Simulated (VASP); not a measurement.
Write the native input for VASP 6.6.1 that does the following.

| Item | Value |
| --- | --- |
| Task | single point |
| Functional | PBEsol |
| Potentials or basis | VASP PAW PBE potentials, release 64 (Cd, S) |
| Cutoff | 520 eV |
| k mesh | 7 × 7 × 4 |
| Occupations | fermi-dirac, width 0.01 eV |
| Spin | no spin polarisation |
| Dipole correction | no |
| Further INCAR settings | ALGO = Normal; EDIFF = 1e-06; NBANDS = 26 |

The structure of CdS lies in POSCAR:

```
CdS
1.0
    4.1209703402      0.0000000000      0.0000000000
   -2.0604851701      3.5688650029      0.0000000000
    0.0000000000      0.0000000000      6.7264279250
Cd S
2 2
Direct
    0.3333333333      0.6666666667      0.0000000000
    0.6666666667      0.3333333333      0.5000000000
    0.3333333333      0.6666666667      0.3850000000
    0.6666666667      0.3333333333      0.8850000000
```

The input as run:

INCAR

```
SYSTEM = CdS
PREC = Accurate ; ENCUT = 520
EDIFF = 1E-6 ; ISMEAR = -1
SIGMA = 0.01 ; LREAL = .FALSE.
LASPH = .TRUE. ; NELM = 80
ALGO = Normal ; ISIF = 2
LWAVE = .FALSE. ; LCHARG = .TRUE.
GGA = PS ; LELF = .TRUE.
LVHAR = .TRUE. ; NBANDS = 26
```

KPOINTS

```
Automatic mesh
0
G
  7 7 4
  0 0 0
```

Potentials or basis: VASP PAW PBE potentials, release 64 (Cd, S).

Command:

```bash
$ cat potpaw_PBE.64/Cd/POTCAR potpaw_PBE.64/S/POTCAR > POTCAR
$ mpirun -np 1 vasp_std > vasp.out
```

It gave:

```
Pressure               : 0.4 GPa
Largest force          : 0.265 eV/Å
Band gap on the k mesh : 1.11 eV
```

Caveat: the PAW data sets were made with another functional, which shifts forces and pressure a little.

Run time: 27 s on 1 thread of Intel(R) Xeon(R) 6975P-C (Granite Rapids), with other jobs on the host, peak memory 0.23 GiB.
